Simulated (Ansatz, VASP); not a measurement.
Rb: VASP beside Ansatz

```
Rb
1.0
    -2.81057    2.79503    2.80737
     2.81389   -2.82199    2.83765
     2.79062    2.80204   -2.83433
Rb
1
Direct
  0.00000 0.00000 0.00000
```

Alike in both runs: task single point; functional PBE; k mesh 5 × 5 × 5; no spin polarisation.

```csv
,VASP,Ansatz
version,VASP 6.6.1,Ansatz 0.2.0
potentials or method,"VASP PAW PBE potentials, release 64 (Rb_sv), cutoff 520 eV","plane waves, PAW"
occupations,"fermi-dirac, width 0.1 eV",fermi-dirac
valence electrons in the cell,9,9
```

|  | VASP | Ansatz | Ansatz less VASP |
| --- | --- | --- | --- |
| pressure (GPa) | 0.1 | 0.1 | 0.00 |

Ansatz's warnings: stress scf threshold loose.
